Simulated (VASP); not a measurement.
# MgSnSb2 (P-4m2) in VASP: a series of runs, part 2 of 2

VASP 6.6.1. The steps go on from the part before.

**3. Single point, r2SCAN**

This run uses another cell than the first one, of 34.68 Å³/atom.

POSCAR reads:

```
MgSnSb2
1.0
    4.6004806364      0.0000000000      0.0000000000
    0.0000000000      4.6004806364      0.0000000000
    0.0000000000      0.0000000000      6.5552383777
Mg Sb Sn
1 2 1
Direct
    0.0000000000      0.0000000000      0.0000000000
    0.0000000000      0.5000000000      0.2428810293
    0.5000000000      0.0000000000      0.7571189707
    0.5000000000      0.5000000000      0.5000000000
```

INCAR.step1 reads:

```
PREC = Accurate ; ENCUT = 520
ISMEAR = -1 ; SIGMA = 0.02
LREAL = False ; LASPH = True
NELM = 100 ; NBANDS = 21
GGA = PE ; ALGO = Normal
EDIFF = 1E-4 ; LWAVE = True
LCHARG = False
```

INCAR.step2 reads:

```
PREC = Accurate ; ENCUT = 520
EDIFF = 1E-7 ; ISMEAR = -1
SIGMA = 0.02 ; LREAL = False
LASPH = True ; NELM = 100
ALGO = Normal ; ISIF = 2
LWAVE = False ; LCHARG = False
METAGGA = R2SCAN ; LMIXTAU = True
NBANDS = 21 ; ISTART = 1
```

KPOINTS reads:

```
Automatic mesh
0
Gamma
  4 4 4
```

Potentials or basis: VASP PAW PBE potentials, release 64 (Mg, Sb, Sn_d).

On the command line:

```bash
cat potpaw_PBE.64/Mg/POTCAR potpaw_PBE.64/Sb/POTCAR potpaw_PBE.64/Sn_d/POTCAR > POTCAR
cp INCAR.step1 INCAR
mpirun -np 1 vasp_std > vasp.out
cp INCAR.step2 INCAR
mpirun -np 1 vasp_std > vasp.out
```

OUTCAR:

```text
PREC = Accurate
   ENCUT = 520
   EDIFF = 1E-7
   ISMEAR = -1
   LREAL = False
   LASPH = True
   NELM = 100
   ISIF = 2
   METAGGA = R2SCAN
   ISTART = 1

 ion  position               nearest neighbor table
   1  0.000  0.000  0.000-   2 2.80   3 2.80   2 2.80   3 2.80
   2  0.000  0.500  0.243-   1 2.80   1 2.80   4 2.85   4 2.85
   3  0.500  0.000  0.757-   1 2.80   1 2.80   4 2.85   4 2.85
   4  0.500  0.500  0.500-   2 2.85   3 2.85   3 2.85   2 2.85

  LATTYP: Found a simple tetragonal cell.
 ALAT       =     4.6004806364
 C/A-ratio  =     1.4249029386

  Lattice vectors:

 A1 = (   4.6004806364,   0.0000000000,   0.0000000000)
 A2 = (   0.0000000000,   4.6004806364,   0.0000000000)
 A3 = (   0.0000000000,   0.0000000000,   6.5552383777)

Analysis of symmetry for initial positions (statically):
=====================================================================
 Subroutine PRICEL returns:
 Original cell was already a primitive cell.

 Routine SETGRP: Setting up the symmetry group for a
 simple tetragonal supercell.

 Subroutine GETGRP returns: Found  8 space group operations
[... 160 lines left out ...]
  energy without entropy =      -80.99020145  energy(sigma->0) =      -80.99101429

 E-fermi :   3.7324     XC(G=0):  -8.7190

 val. band max:        3.7273408842   @ k =   0.0000   0.0000   0.0000
 cond. band min:       3.7793759879   @ k =   0.5000   0.0000   0.5000
 fundamental gap:      0.0520351037
 Fermi energy:         3.7324125509

 k-point     1 :       0.0000    0.0000    0.0000
  band No.  band energies     occupation
      1     -18.5157      2.00000
      2     -18.5157      2.00000
      3     -18.5132      2.00000
      4     -18.4912      2.00000
      5     -18.4617      2.00000
      6      -7.2292      2.00000
[... 421 lines left out ...]
     20       9.4207      0.00000
     21       9.6345      0.00000

------------------------ aborting loop because EDIFF is reached ----------------------------------------

  FORCE on cell =-STRESS in cart. coord.  units (eV):
  Direction    XX          YY          ZZ          XY          YZ          ZX
  --------------------------------------------------------------------------------------
  -------------------------------------------------------------------------------------
  Total        0.2297799      0.2297799     -0.0739741      0.0000000      0.0000000      0.0000000
  in kB        2.6535527      2.6535527     -0.8542703      0.0000000      0.0000000      0.0000000
  external PRESSURE =       1.4842784 kB  Pullay stress =       0.0000000 kB

 VOLUME and BASIS-vectors are now :
 -----------------------------------------------------------------------------
  energy-cutoff  :      520.00
  volume of cell :      138.74
      direct lattice vectors                 reciprocal lattice vectors
     4.600480636  0.000000000  0.000000000     0.217368592  0.000000000  0.000000000
     0.000000000  4.600480636  0.000000000     0.000000000  0.217368592  0.000000000
     0.000000000  0.000000000  6.555238378     0.000000000  0.000000000  0.152549754

 POSITION                                       TOTAL-FORCE (eV/Angst)
 -----------------------------------------------------------------------------------
      0.00000      0.00000      0.00000         0.000000     -0.000000      0.000000
      0.00000      2.30024      1.59214         0.000000      0.000000     -0.010934
      2.30024      0.00000      4.96310        -0.000000      0.000000      0.010934
      2.30024      2.30024      3.27762         0.000000      0.000000      0.000000
 -----------------------------------------------------------------------------------
    total drift:                                0.000000      0.000000      0.000000

  FREE ENERGIE OF THE ION-ELECTRON SYSTEM (eV)
  ---------------------------------------------------
  free  energy   TOTEN  =       -80.9918271407 eV

  energy  without entropy=      -80.9902014488  energy(sigma->0) =      -80.99101429
```

OUTCAR.step1:

```text
PREC = Accurate
   ENCUT = 520
   ISMEAR = -1
   LREAL = False
   LASPH = True
   NELM = 100
[... 651 lines left out ...]
      0.00000      2.30024      1.59214         0.000000     -0.000000     -0.114980
      2.30024      0.00000      4.96310         0.000000      0.000000      0.114980
      2.30024      2.30024      3.27762        -0.000000     -0.000000     -0.000000
 -----------------------------------------------------------------------------------
    total drift:                                0.000000      0.000000      0.000000

  FREE ENERGIE OF THE ION-ELECTRON SYSTEM (eV)
  ---------------------------------------------------
  free  energy   TOTEN  =       -14.0315982893 eV

  energy  without entropy=      -14.0299288678  energy(sigma->0) =      -14.03076358
```

OSZICAR.step1:

```text
N       E                     dE             d eps       ncg     rms          rms(c)
DAV:   1     0.163953913992E+03    0.16395E+03   -0.11066E+04   756   0.116E+03
DAV:   2     0.308104914307E+01   -0.16087E+03   -0.15511E+03   779   0.277E+02
DAV:   3    -0.136874729572E+02   -0.16769E+02   -0.16564E+02   885   0.923E+01
DAV:   4    -0.142363211995E+02   -0.54885E+00   -0.54740E+00   902   0.181E+01
DAV:   5    -0.142516631562E+02   -0.15342E-01   -0.15341E-01   965   0.326E+00    0.425E+00
DAV:   6    -0.140609862040E+02    0.19068E+00   -0.26493E-01   930   0.355E+00    0.255E+00
DAV:   7    -0.140289602635E+02    0.32026E-01   -0.18768E-01   871   0.193E+00    0.816E-01
DAV:   8    -0.140304355787E+02   -0.14753E-02   -0.14394E-02   899   0.864E-01    0.297E-01
DAV:   9    -0.140313372488E+02   -0.90167E-03   -0.23734E-03   860   0.253E-01    0.565E-02
DAV:  10    -0.140315178312E+02   -0.18058E-03   -0.20001E-04   817   0.735E-02    0.223E-02
DAV:  11    -0.140315982893E+02   -0.80458E-04   -0.12949E-04   677   0.648E-02
   1 F= -.14031598E+02 E0= -.14030764E+02  d E =-.166942E-02
```

Wall time 5.1 min (1 thread of Intel Xeon 8259CL, shared host); peak memory 0.29 GiB.

Results:

```yaml
Free_energy: -80.9918 eV
Pressure: 0.1 GPa
Largest_force: 0.011 eV/Å
Band_gap_on_the_k_mesh: zero (filled and empty bands touch)
```

Forces in eV/Å, atoms in the order of the input:
```
Mg   0.000  0.000  0.000
Sb   0.000  0.000 -0.011
Sb   0.000  0.000  0.011
Sn   0.000  0.000  0.000
```

Stress tensor (GPa, compression positive):
```
 0.27  0.00  0.00
 0.00  0.27  0.00
 0.00  0.00 -0.09
```

Caveat: semilocal functionals underestimate gaps, and a narrow one can read as zero; the PAW data sets were made with another functional, which shifts forces and pressure a little; spin-orbit coupling is left out, which moves the levels of the heavy elements.

**4. Single point, r2SCAN (35.72 Å³/atom)**

This run uses another cell than the first one, of 35.72 Å³/atom.

POSCAR reads:

```
MgSnSb2
1.0
    4.6460329121      0.0000000000      0.0000000000
    0.0000000000      4.6460329121      0.0000000000
    0.0000000000      0.0000000000      6.6201459492
Mg Sb Sn
1 2 1
Direct
    0.0000000000      0.0000000000      0.0000000000
    0.0000000000      0.5000000000      0.2428810293
    0.5000000000      0.0000000000      0.7571189707
    0.5000000000      0.5000000000      0.5000000000
```

INCAR.step1 reads:

```
SYSTEM = MgSnSb2
  PREC = Accurate
  ENCUT = 520
  ISMEAR = -1
  SIGMA = 0.02
  LREAL = .False.
  LASPH = .True.
  NELM = 100
  NBANDS = 21
  GGA = PE
  ALGO = Normal
  EDIFF = 1E-4
  LWAVE = .True.
  LCHARG = .False.
```

INCAR.step2 reads:

```
SYSTEM = MgSnSb2
  PREC = Accurate
  ENCUT = 520
  EDIFF = 1E-6
  ISMEAR = -1
  SIGMA = 0.02
  LREAL = .False.
  LASPH = .True.
  NELM = 100
  ALGO = Normal
  ISIF = 2
  LWAVE = .False.
  LCHARG = .False.
  METAGGA = R2SCAN
  LMIXTAU = .True.
  NBANDS = 21
  ISTART = 1
```

KPOINTS reads:

```
regular mesh
0
Gamma
  4 4 4
  0 0 0
```

Potentials or basis: VASP PAW PBE potentials, release 64 (Mg, Sb, Sn_d).

On the command line:

```bash
cat potpaw_PBE.64/Mg/POTCAR potpaw_PBE.64/Sb/POTCAR potpaw_PBE.64/Sn_d/POTCAR > POTCAR
cp INCAR.step1 INCAR
mpirun -np 1 vasp_std > vasp.out
cp INCAR.step2 INCAR
mpirun -np 1 vasp_std > vasp.out
```

OUTCAR:

```text
SYSTEM = MgSnSb2
   PREC = Accurate
   ENCUT = 520
   EDIFF = 1E-6
   ISMEAR = -1
   LREAL = .False.
   LASPH = .True.
   NELM = 100
   ISIF = 2
   METAGGA = R2SCAN
   ISTART = 1

 ion  position               nearest neighbor table
   1  0.000  0.000  0.000-   2 2.83   3 2.83   2 2.83   3 2.83
   2  0.000  0.500  0.243-   1 2.83   1 2.83   4 2.88   4 2.88
   3  0.500  0.000  0.757-   1 2.83   1 2.83   4 2.88   4 2.88
   4  0.500  0.500  0.500-   2 2.88   3 2.88   3 2.88   2 2.88

  LATTYP: Found a simple tetragonal cell.
 ALAT       =     4.6460329121
 C/A-ratio  =     1.4249029386

  Lattice vectors:

 A1 = (   4.6460329121,   0.0000000000,   0.0000000000)
 A2 = (   0.0000000000,   4.6460329121,   0.0000000000)
 A3 = (   0.0000000000,   0.0000000000,   6.6201459492)

Analysis of symmetry for initial positions (statically):
=====================================================================
 Subroutine PRICEL returns:
 Original cell was already a primitive cell.

 Routine SETGRP: Setting up the symmetry group for a
 simple tetragonal supercell.
[... 160 lines left out ...]
  free energy    TOTEN  =       -80.98116562 eV

  energy without entropy =      -80.97966613  energy(sigma->0) =      -80.98041587

 E-fermi :   3.4546     XC(G=0):  -8.5994

 val. band max:        3.3772542302   @ k =   0.0000   0.0000   0.0000
 cond. band min:       3.4680779546   @ k =   0.0000   0.0000   0.0000
 fundamental gap:      0.0908237244
 Fermi energy:         3.4546381767

 k-point     1 :       0.0000    0.0000    0.0000
  band No.  band energies     occupation
      1     -18.7316      2.00000
      2     -18.7316      2.00000
      3     -18.7285      2.00000
      4     -18.7092      2.00000
      5     -18.6823      2.00000
      6      -7.3189      2.00000
[... 421 lines left out ...]
     20       9.0531      0.00000
     21       9.3535      0.00000

------------------------ aborting loop because EDIFF is reached ----------------------------------------

  FORCE on cell =-STRESS in cart. coord.  units (eV):
  Direction    XX          YY          ZZ          XY          YZ          ZX
  --------------------------------------------------------------------------------------
  -------------------------------------------------------------------------------------
  Total       -0.7585158     -0.7585158     -1.1015599      0.0000000      0.0000000     -0.0000000
  in kB       -8.5043884     -8.5043884    -12.3505579      0.0000000      0.0000000     -0.0000000
  external PRESSURE =      -9.7864449 kB  Pullay stress =       0.0000000 kB

 VOLUME and BASIS-vectors are now :
 -----------------------------------------------------------------------------
  energy-cutoff  :      520.00
  volume of cell :      142.90
      direct lattice vectors                 reciprocal lattice vectors
     4.646032912  0.000000000  0.000000000     0.215237390  0.000000000  0.000000000
     0.000000000  4.646032912  0.000000000     0.000000000  0.215237390  0.000000000
     0.000000000  0.000000000  6.620145949     0.000000000  0.000000000  0.151054072

 POSITION                                       TOTAL-FORCE (eV/Angst)
 -----------------------------------------------------------------------------------
      0.00000      0.00000      0.00000         0.000000      0.000000      0.000000
      0.00000      2.32302      1.60791        -0.000000      0.000000      0.035026
      2.32302      0.00000      5.01224        -0.000000     -0.000000     -0.035026
      2.32302      2.32302      3.31007        -0.000000      0.000000      0.000000
 -----------------------------------------------------------------------------------
    total drift:                                0.000000      0.000000      0.000000

  FREE ENERGIE OF THE ION-ELECTRON SYSTEM (eV)
  ---------------------------------------------------
  free  energy   TOTEN  =       -80.9811656197 eV

  energy  without entropy=      -80.9796661276  energy(sigma->0) =      -80.98041587
```

Run time: 4.3 min. Hardware: 1 thread of Intel Xeon 8259CL, shared host; peak memory 0.3 GiB.

Results:

- Free energy: -80.9812 eV
- Pressure: -1.0 GPa
- Largest force: 0.035 eV/Å
- Band gap on the k mesh: zero (filled and empty bands touch)

Forces in eV/Å, atoms in the order of the input:
```
Mg   0.000  0.000  0.000
Sb   0.000  0.000  0.035
Sb   0.000  0.000 -0.035
Sn   0.000  0.000  0.000
```

Stress tensor (GPa, compression positive):
```
-0.85  0.00  0.00
 0.00 -0.85  0.00
 0.00  0.00 -1.24
```

Caveat: semilocal functionals underestimate gaps, and a narrow one can read as zero; the PAW data sets were made with another functional, which shifts forces and pressure a little; spin-orbit coupling is left out, which moves the levels of the heavy elements.

**5. Single point, PBE**

This run uses another cell than the first one, of 34.68 Å³/atom.

INCAR reads:

```
SYSTEM = MgSnSb2
PREC = Accurate ; ENCUT = 520
EDIFF = 1E-7 ; ISMEAR = -1
SIGMA = 0.02 ; LREAL = .FALSE.
LASPH = .TRUE. ; NELM = 100
ALGO = Normal ; ISIF = 2
LWAVE = .FALSE. ; LCHARG = .FALSE.
GGA = PE ; NBANDS = 21
```

KPOINTS reads:

```
regular mesh
0
G
  6 6 4
  0 0 0
```

POSCAR reads:

```
MgSnSb2
1.0
    4.6004806364      0.0000000000      0.0000000000
    0.0000000000      4.6004806364      0.0000000000
    0.0000000000      0.0000000000      6.5552383777
Mg Sb Sn
1 2 1
Direct
    0.0000000000      0.0000000000      0.0000000000
    0.0000000000      0.5000000000      0.2428810293
    0.5000000000      0.0000000000      0.7571189707
    0.5000000000      0.5000000000      0.5000000000
```

On the command line:

```bash
cat potpaw_PBE.64/Mg/POTCAR potpaw_PBE.64/Sb/POTCAR potpaw_PBE.64/Sn_d/POTCAR > POTCAR
mpirun -np 1 vasp_std > vasp.out
```

It took 1.7 min on 1 thread of Intel Xeon 8259CL, shared host; peak memory 0.3 GiB.

The run converged. Its results:

| Quantity | Value |
| --- | --- |
| Free energy | -14.0906 eV |
| Pressure | 1.2 GPa |
| Largest force | 0.127 eV/Å |
| Band gap on the k mesh | zero (bands 13 and 14 overlap by 0.16 eV) |

Forces in eV/Å, atoms in the order of the input:
```
Mg   0.000  0.000  0.000
Sb   0.000  0.000 -0.127
Sb   0.000  0.000  0.127
Sn   0.000  0.000  0.000
```

Levels at points of the mesh, in eV from the Fermi level:
| k point | band 11 | band 12 | band 13 | band 14 | band 15 | band 16 |
| --- | --- | --- | --- | --- | --- | --- |
| (0.00, 0.00, 0.00) | -0.31 | -0.26 | 0.04 | 0.04 | 1.17 | 2.54 |
| (0.50, 0.00, 0.00) | -2.59 | -1.57 | -0.35 | 1.15 | 3.44 | 3.53 |
| (0.50, 0.50, 0.00) | -2.13 | -2.13 | -1.24 | 0.46 | 1.37 | 1.37 |
| (0.00, 0.00, 0.50) | -1.88 | -0.72 | -0.72 | 1.11 | 1.14 | 3.25 |
| (0.50, 0.00, 0.50) | -1.34 | -0.69 | -0.32 | -0.13 | 2.26 | 2.94 |
| (0.50, 0.50, 0.50) | -2.51 | -2.51 | -1.99 | 2.56 | 3.56 | 3.56 |

Caveat: semilocal functionals underestimate gaps, and a narrow one can read as zero; spin-orbit coupling is left out, which moves the levels of the heavy elements.

**6. Overview**

| level | cell | k mesh | gap on the mesh (eV) | pressure (GPa) | largest force (eV/Å) |
| --- | --- | --- | --- | --- | --- |
| r2SCAN | a = 4.554, b = 4.554, c = 6.489 Å, 4 atoms | 4 × 4 × 4 | 0.07 | 1.5 | 0.07 |
| r2SCAN | a = 4.600, b = 4.600, c = 6.555 Å, 4 atoms | 4 × 4 × 4 | none | 0.1 | 0.01 |
| r2SCAN | a = 4.646, b = 4.646, c = 6.620 Å, 4 atoms | 4 × 4 × 4 | none | -1.0 | 0.04 |
| PBE | a = 4.600, b = 4.600, c = 6.555 Å, 4 atoms | 6 × 6 × 4 | none | 1.2 | 0.13 |

Alike in all rows: task single point; potentials or basis VASP PAW PBE potentials, release 64 (Mg, Sb, Sn_d); no spin polarisation; cutoff (eV) 520; smearing fermi-dirac 0.02 eV.

Caveats: semilocal functionals underestimate gaps, and a narrow one can read as zero; spin-orbit coupling is left out, which moves the levels of the heavy elements; the PAW data sets were made with another functional, which shifts forces and pressure a little (at least some runs).

Total energies depend on the potentials used, so only differences within one code and one set of settings carry meaning.

The gap in the log of VASP goes by the Fermi energy; the results here count the filled bands.